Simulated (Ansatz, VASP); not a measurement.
## Two plane-wave programs on CaGaC4N4

```xyz
10
Lattice="7.9402 0.0000 0.0000 0.0000 7.9402 0.0000 0.0000 0.0000 3.8986" Properties=species:S:1:pos:R:3 pbc="T T T"
Ca    0.0000    0.0000    0.0000
Ga    3.9701    3.9701    0.0000
C     1.7629    6.1773    0.0000
C     6.1773    1.7629    0.0000
C     1.7629    1.7629    0.0000
C     6.1773    6.1773    0.0000
N     2.5916    5.3487    0.0000
N     5.3487    2.5916    0.0000
N     2.5916    2.5916    0.0000
N     5.3487    5.3487    0.0000
```

Alike in both runs: functional PBE; k mesh 4 × 4 × 4; occupations gaussian, width 0.1 eV; no spin polarisation.

Ansatz relaxed the structure, and its values are those at the end. VASP's run is a single point on that final structure, the one shown.

|  | VASP | Ansatz |
| --- | --- | --- |
| version | VASP 6.6.1 | Ansatz 0.2.0 |
| potentials or method | VASP PAW PBE potentials, release 64 (Ca_sv, Ga_d, C, N), cutoff 520 eV | scalar-relativistic, plane waves, PAW |
| valence electrons in the cell | 59 | 59 |

Ansatz gave:

| Item | Value |
| --- | --- |
| gap on the k mesh at the Fermi level (eV) | none |
| pressure (GPa) | 0.1 |
| rms of the force components (eV/Å) | 0.010 |

Task: Which values does VASP return?

Result: gap on the k mesh at the Fermi level (eV): none; pressure (GPa): 0.4; rms of the force components (eV/Å): 0.180.

A gap of «none» marks a metal or a gap that the smearing closes. One of these differences is far larger than is usual between the two programs; its cause wasn't traced. The functional is the same, so the differences come from potentials, cutoffs and numerics.

The k mesh is coarse, so the values compare programs but aren't converged. Noted on VASP's run: the standard files for N, O and F lose accuracy on very short bonds.
